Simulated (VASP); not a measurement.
# NaNb3 (P4/mmm) in VASP: a series of runs

Runs on NaNb3. Level: PBE. Tasks: single point.

All numbers are computed with VASP 6.6.1; they aren't measurements. Logs are shortened: lines on timing, memory, paths and dates and some standing lists are left out, and cuts for length are marked.

**1. The cell of the first run**

It takes space group P4/mmm (No. 123, tetragonal). Conventional cell: a = 4.646 Å, b = 4.646 Å, c = 3.479 Å, α = 90.00°, β = 90.00°, γ = 90.00°. Na (site symmetry 4/mmm) has 12 Nb at 2.90 to 3.29 Å and 2 Na at 3.48 Å within 3.8 Å. Nb (site symmetry mmm) has 4 Na at 2.90 Å and 10 Nb at 2.90 to 3.48 Å within 3.8 Å. Within 3.8 Å of Nb (site symmetry 4/mmm) lie 10 Nb at 2.90 to 3.48 Å and 4 Na at 3.29 Å.

**2. Single point, PBE**

Contents of INCAR:

```
ALGO = Normal
EDIFF = 1E-6
ENCUT = 520
GGA = PE
ISIF = 2
ISMEAR = 0
LASPH = T
LCHARG = T
LELF = T
LREAL = F
LVHAR = T
LWAVE = F
NBANDS = 31
NELM = 60
PREC = Accurate
SIGMA = 0.1
```

Contents of KPOINTS:

```
k-points
0
Gamma
  4 4 4
```

Contents of POSCAR:

```
NaNb3
1.0
    4.6457396416      0.0000000000      0.0000000000
    0.0000000000      4.6457396416      0.0000000000
    0.0000000000      0.0000000000      3.4790540046
Na Nb
1 3
Direct
    0.0000000000      0.0000000000      0.0000000000
    0.0000000000      0.5000000000      0.5000000000
    0.5000000000      0.0000000000      0.5000000000
    0.5000000000      0.5000000000      0.0000000000
```

Potentials or basis: VASP PAW PBE potentials, release 64 (Na_pv, Nb_sv).

Launch:

```sh
$ cat potpaw_PBE.64/Na_pv/POTCAR potpaw_PBE.64/Nb_sv/POTCAR > POTCAR
$ mpirun -np 1 vasp_std > vasp.out
```

OUTCAR:

```text
EDIFF = 1E-6
   ENCUT = 520
   GGA = PE
   ISIF = 2
   ISMEAR = 0
   LASPH = T
   LREAL = F
   NELM = 60
   PREC = Accurate

 ion  position               nearest neighbor table
   1  0.000  0.000  0.000-   2 2.90   3 2.90   2 2.90   3 2.90   2 2.90   2 2.90   3 2.90   3 2.90

   2  0.000  0.500  0.500-   1 2.90   4 2.90   1 2.90   4 2.90   1 2.90   1 2.90   4 2.90   4 2.90

   3  0.500  0.000  0.500-   1 2.90   4 2.90   1 2.90   4 2.90   4 2.90   4 2.90   1 2.90   1 2.90

   4  0.500  0.500  0.000-   2 2.90   3 2.90   2 2.90   3 2.90   3 2.90   3 2.90   2 2.90   2 2.90

  LATTYP: Found a simple tetragonal cell.
 ALAT       =     4.6457396416
 C/A-ratio  =     0.7488697760

  Lattice vectors:

 A1 = (   4.6457396416,   0.0000000000,   0.0000000000)
 A2 = (   0.0000000000,   4.6457396416,   0.0000000000)
 A3 = (   0.0000000000,   0.0000000000,   3.4790540046)

Analysis of symmetry for initial positions (statically):
=====================================================================
 Subroutine PRICEL returns:
 Original cell was already a primitive cell.

 Routine SETGRP: Setting up the symmetry group for a
 simple tetragonal supercell.

 Subroutine GETGRP returns: Found 16 space group operations
 (whereof 16 operations were pure point group operations)
 out of a pool of 16 trial point group operations.

The static configuration has the point symmetry D_4h.

Analysis of symmetry for dynamics (positions and initial velocities):
=====================================================================
 Subroutine PRICEL returns:
 Original cell was already a primitive cell.

 Routine SETGRP: Setting up the symmetry group for a
 simple tetragonal supercell.

 Subroutine GETGRP returns: Found 16 space group operations
 (whereof 16 operations were pure point group operations)
 out of a pool of 16 trial point group operations.

The dynamic configuration has the point symmetry D_4h.

 Subroutine INISYM returns: Found 16 space group operations
 (whereof 16 operations are pure point group operations),
 and found     1 'primitive' translations

----------------------------------------------------------------------------------------

                                     Primitive cell

  volume of cell :      75.0881

  direct lattice vectors                    reciprocal lattice vectors
     4.645739642  0.000000000  0.000000000     0.215250978  0.000000000  0.000000000
     0.000000000  4.645739642  0.000000000     0.000000000  0.215250978  0.000000000
     0.000000000  0.000000000  3.479054005     0.000000000  0.000000000  0.287434457

  length of vectors
     4.645739642  4.645739642  3.479054005     0.215250978  0.215250978  0.287434457

  position of ions in fractional coordinates (direct lattice)
     0.000000000  0.000000000  0.000000000
     0.000000000  0.500000000  0.500000000
     0.500000000  0.000000000  0.500000000
     0.500000000  0.500000000  0.000000000

  ion indices of the primitive-cell ions
   primitive index   ion index
                 1           1
                 2           2
                 3           3
                 4           4

----------------------------------------------------------------------------------------

 KPOINTS: k-points

Automatic generation of k-mesh.
 Grid dimensions read from file:
 generate k-points for:    4    4    4

 Generating k-lattice:

  Cartesian coordinates                     Fractional coordinates (reciprocal lattice)
     0.053812744  0.000000000  0.000000000     0.250000000  0.000000000  0.000000000
     0.000000000  0.053812744  0.000000000     0.000000000  0.250000000  0.000000000
     0.000000000  0.000000000  0.071858614     0.000000000  0.000000000  0.250000000

  Length of vectors
     0.053812744  0.053812744  0.071858614

  Shift w.r.t. Gamma in fractional coordinates (k-lattice)
     0.000000000  0.000000000  0.000000000

 Subroutine IBZKPT returns following result:
 ===========================================

 Found     18 irreducible k-points:

 Following reciprocal coordinates:
            Coordinates               Weight
  0.000000  0.000000  0.000000      1.000000
  0.250000  0.000000  0.000000      4.000000
  0.500000  0.000000  0.000000      2.000000
  0.250000  0.250000  0.000000      4.000000
  0.500000  0.250000  0.000000      4.000000
  0.500000  0.500000  0.000000      1.000000
[... 10 lines left out ...]
  0.500000  0.250000  0.500000      4.000000
  0.500000  0.500000  0.500000      1.000000
   k-points           NKPTS =     18   k-points in BZ     NKDIM =     18   number of bands    NBANDS=     31
   number of dos      NEDOS =    301   number of ions     NIONS =      4
   total plane-waves  NPLWV =  36288
   dimension x,y,z NGX =    36 NGY =   36 NGZ =   28
   dimension x,y,z NGXF=    72 NGYF=   72 NGZF=   56
   ions per type =               1   3
   NGX,Y,Z   is equivalent  to a cutoff of  12.88, 12.88, 13.38 a.u.
   NGXF,Y,Z  is equivalent  to a cutoff of  25.76, 25.76, 26.76 a.u.
 SYSTEM =  unknown system
   PREC   = accura    normal or accurate (medium, high low for compatibility)
   ISTART =      0    job   : 0-new  1-cont  2-samecut
   ICHARG =      2    charge: 1-file 2-atom 10-const
   ISPIN  =      1    spin polarized calculation?
   LNONCOLLINEAR =      F non collinear calculations
   LSORBIT =      F    spin-orbit coupling
   LASPH  =      T    aspherical Exc in radial PAW
   ENCUT  =  520.0 eV  38.22 Ry    6.18 a.u.   8.64  8.64  6.47*2*pi/ulx,y,z
   NELM   =     60;   NELMIN=  2; NELMDL= -5     # of ELM steps
   EDIFF  = 0.1E-05   stopping-criterion for ELM
   LREAL  =      F    real-space projection
   EDIFFG = 0.1E-04   stopping-criterion for IOM
   NSW    =      0    number of steps for IOM
   IBRION =     -1    ionic relax: 0-MD 1-quasi-New 2-CG
   NFREE  =      0    steps in history (QN), initial steepest desc. (CG)
   ISIF   =      2    stress and relaxation
   ISYM   =      2    0-nonsym 1-usesym 2-fastsym
   POTIM  = 0.5000    time-step for ionic-motion
   TEBEG  =    0.0;   TEEND  =   0.0 temperature during run
   PSTRESS=    0.0 pullay stress
   NELECT =      46.0000    total number of electrons
   NUPDOWN=      -1.0000    fix difference up-down
   EMIN   =  10.00;   EMAX   =-10.00  energy-range for DOS
   EFERMI =   0.00;   METHOD = LEGACY
   ISMEAR =     0;   SIGMA  =   0.10  broadening in eV -4-tet -1-fermi 0-gaus
   EFERMI_NEDOS =   21; number of points for ismear=-14 and -15
   IALGO  =     38    algorithm
   IMIX   =      4    mixing-type and parameters
     AMIX     =   0.40;   BMIX     =  1.00
     AMIX_MAG =   1.60;   BMIX_MAG =  1.00
  volume/ion in A,a.u.               =      18.77       126.68
  Fermi-wavevector in a.u.,A,eV,Ry     =   1.390392  2.627459 26.302631  1.933189
  Thomas-Fermi vector in A             =   2.514331
   LORBIT       =      0    0 simple, 1 ext, 2 COOP (PROOUT), +10 PAW based schemes
   GGA     = PE    functional components
   LHFCALC =     F    Hartree Fock is set to
   AEXX    =    0.0000 exact exchange contribution
   IVDW    =     0    specifies the selected vdW correction
   LEPSILON=     F    determine dielectric tensor
   LRPA    =     F    only Hartree local field effects (RPA)
 non-spin polarized calculation
 Gauss-broadening in eV      SIGMA  =   0.10
  energy-cutoff  :      520.00
  volume of cell :       75.09
 maximum number of plane-waves:      2045
 NGX is ok and might be reduce to    36
   NGX = 17   NGY = 17   NGZ = 13

 number of electron      46.0000007 magnetization

 Free energy of the ion-electron system (eV)
  ---------------------------------------------------
  ext. energy  EPLUGINS =         0.00000000
  ---------------------------------------------------
  free energy    TOTEN  =       -28.89497915 eV

  energy without entropy =      -28.87397506  energy(sigma->0) =      -28.88447711

 E-fermi :   8.5031     XC(G=0): -11.4504

 val. band max:        8.5001675708   @ k =   0.2500   0.0000   0.2500
 cond. band min:       8.5286399657   @ k =   0.5000   0.0000   0.0000
 fundamental gap:      0.0284723949
 Fermi energy:         8.5031326898

 k-point     1 :       0.0000    0.0000    0.0000
  band No.  band energies     occupation
      1     -46.1604      2.00000
      2     -46.0903      2.00000
      3     -45.6442      2.00000
      4     -22.5154      2.00000
      5     -22.5154      2.00000
      6     -22.2519      2.00000
[... 23 lines left out ...]
     30      12.2297      0.00000
     31      12.5070      0.00000

 k-point     2 :       0.2500    0.0000    0.0000
  band No.  band energies     occupation
      1     -46.1474      2.00000
      2     -46.0966      2.00000
      3     -45.6516      2.00000
      4     -22.4764      2.00000
      5     -22.4193      2.00000
      6     -22.2473      2.00000
[... 23 lines left out ...]
     30      11.8438      0.00000
     31      12.3854      0.00000

 k-point     3 :       0.5000    0.0000    0.0000
  band No.  band energies     occupation
      1     -46.1266      2.00000
      2     -46.1105      2.00000
      3     -45.6592      2.00000
      4     -22.4122      2.00000
      5     -22.3278      2.00000
      6     -22.3131      2.00000
[... 23 lines left out ...]
     30      11.5834      0.00000
     31      11.5904      0.00000

 k-point     4 :       0.2500    0.2500    0.0000
  band No.  band energies     occupation
      1     -46.1363      2.00000
      2     -46.1004      2.00000
      3     -45.6596      2.00000
      4     -22.4449      2.00000
      5     -22.3277      2.00000
      6     -22.2765      2.00000
[... 23 lines left out ...]
     30      11.9584      0.00000
     31      12.1062      0.00000

 k-point     5 :       0.5000    0.2500    0.0000
  band No.  band energies     occupation
      1     -46.1187      2.00000
      2     -46.1105      2.00000
      3     -45.6678      2.00000
      4     -22.4143      2.00000
      5     -22.3179      2.00000
      6     -22.2177      2.00000
[... 23 lines left out ...]
     30      10.9399      0.00000
     31      11.6946      0.00000
[... 338 lines left out ...]
     30      11.7082      0.00000
     31      11.8953      0.00000

 k-point    16 :       0.2500    0.2500    0.5000
  band No.  band energies     occupation
      1     -46.1109      2.00000
      2     -46.0909      2.00000
      3     -45.6665      2.00000
      4     -22.4448      2.00000
      5     -22.3640      2.00000
      6     -22.3446      2.00000
[... 23 lines left out ...]
     30      12.2325      0.00000
     31      12.3372      0.00000

 k-point    17 :       0.5000    0.2500    0.5000
  band No.  band energies     occupation
      1     -46.1009      2.00000
      2     -46.1008      2.00000
      3     -45.6663      2.00000
      4     -22.5170      2.00000
      5     -22.4544      2.00000
      6     -22.3998      2.00000
[... 23 lines left out ...]
     30      11.8649      0.00000
     31      11.9064      0.00000

 k-point    18 :       0.5000    0.5000    0.5000
  band No.  band energies     occupation
      1     -46.1007      2.00000
      2     -46.1007      2.00000
      3     -45.6662      2.00000
      4     -22.6158      2.00000
      5     -22.4561      2.00000
      6     -22.4561      2.00000
[... 23 lines left out ...]
     30      11.7280      0.00000
     31      11.8298      0.00000

------------------------ aborting loop because EDIFF is reached ----------------------------------------

  FORCE on cell =-STRESS in cart. coord.  units (eV):
  Direction    XX          YY          ZZ          XY          YZ          ZX
  --------------------------------------------------------------------------------------
  -------------------------------------------------------------------------------------
  Total       -0.0430866     -0.0430866     -0.0198134      0.0000000     -0.0000000      0.0000000
  in kB       -0.9193523     -0.9193523     -0.4227657      0.0000000     -0.0000000      0.0000000
  external PRESSURE =      -0.7538234 kB  Pullay stress =       0.0000000 kB

 VOLUME and BASIS-vectors are now :
 -----------------------------------------------------------------------------
  energy-cutoff  :      520.00
  volume of cell :       75.09
      direct lattice vectors                 reciprocal lattice vectors
     4.645739642  0.000000000  0.000000000     0.215250978  0.000000000  0.000000000
     0.000000000  4.645739642  0.000000000     0.000000000  0.215250978  0.000000000
     0.000000000  0.000000000  3.479054005     0.000000000  0.000000000  0.287434457

 POSITION                                       TOTAL-FORCE (eV/Angst)
 -----------------------------------------------------------------------------------
      0.00000      0.00000      0.00000         0.000000      0.000000      0.000000
      0.00000      2.32287      1.73953         0.000000      0.000000      0.000000
      2.32287      0.00000      1.73953         0.000000      0.000000      0.000000
      2.32287      2.32287      0.00000         0.000000      0.000000      0.000000
 -----------------------------------------------------------------------------------
    total drift:                                0.000000      0.000000      0.000000

  FREE ENERGIE OF THE ION-ELECTRON SYSTEM (eV)
  ---------------------------------------------------
  free  energy   TOTEN  =       -28.8949791488 eV

  energy  without entropy=      -28.8739750646  energy(sigma->0) =      -28.88447711
```

It took 40 s on 1 thread of Intel Xeon Platinum 8375C at 2.90GHz (Ice Lake), shared host; peak memory 0.19 GiB.

Results:

| Item | Value |
| --- | --- |
| Free energy | -28.8950 eV |
| Pressure | -0.1 GPa |
| Band gap on the k mesh | zero (band 23 reaches 10.29 eV, above the bottom of band 24 at 8.29 eV) |

Caveat: the k points lie up to 0.45 Å⁻¹ apart.

**3. Single point, PBE**

This run uses another cell than the first one, of 18.73 Å³/atom, 0.998 times its volume.

Contents of INCAR:

```
PREC = Accurate
ENCUT = 520
EDIFF = 1E-7
ISMEAR = 0
SIGMA = 0.1
LREAL = F
LASPH = T
NELM = 80
ALGO = Normal
ISIF = 2
LWAVE = F
LCHARG = F
GGA = PE
NBANDS = 31
```

Contents of KPOINTS:

```
regular mesh
0
Gamma
  4 4 6
```

Contents of POSCAR:

```
NaNb3
1.0
    4.6667522473      0.0000000000      0.0000000000
    0.0000000000      4.6667522473      0.0000000000
    0.0000000000      0.0000000000      3.4396164905
Na Nb
1 3
Direct
    0.0000000000      0.0000000000      0.0000000000
    0.0000000000      0.5000000000      0.5000000000
    0.5000000000      0.0000000000      0.5000000000
    0.5000000000      0.5000000000      0.0000000000
```

Potentials or basis: VASP PAW PBE potentials, release 64 (Na_pv, Nb_sv).

Launch:

```sh
$ cat potpaw_PBE.64/Na_pv/POTCAR potpaw_PBE.64/Nb_sv/POTCAR > POTCAR
$ mpirun -np 1 vasp_std > vasp.out
```

Run time: 51 s. Hardware: 1 thread of Intel Xeon Platinum 8375C at 2.90GHz (Ice Lake), shared host; peak memory 0.2 GiB.

Results (log left out):

| Quantity | Value |
| --- | --- |
| Free energy | -28.8648 eV |
| Pressure | -0.3 GPa |
| Band gap on the k mesh | zero (band 23 reaches 10.33 eV, above the bottom of band 24 at 8.20 eV) |

Stress tensor (GPa, compression positive):
```
-0.30  0.00  0.00
 0.00 -0.30  0.00
 0.00  0.00 -0.20
```

Levels at points of the mesh, in eV from the Fermi level:
```csv
k point,band 20,band 21,band 22,band 23,band 24,band 25,band 26,band 27
"(0.00, 0.00, 0.00)",-2.08,-1.27,-1.27,1.69,1.72,1.72,2.10,2.10
"(0.50, 0.00, 0.00)",-1.09,-1.04,-0.40,-0.11,0.48,0.58,1.17,1.29
"(0.50, 0.50, 0.00)",-1.05,-1.05,0.47,0.48,0.53,0.80,0.80,0.98
"(0.00, 0.00, 0.50)",-1.26,-1.22,-0.25,-0.25,-0.06,0.74,0.92,0.92
"(0.50, 0.00, 0.50)",-1.35,-0.90,-0.74,-0.50,-0.28,0.14,0.79,2.68
"(0.50, 0.50, 0.50)",-1.51,0.07,0.07,1.09,1.65,1.83,1.83,1.98
```
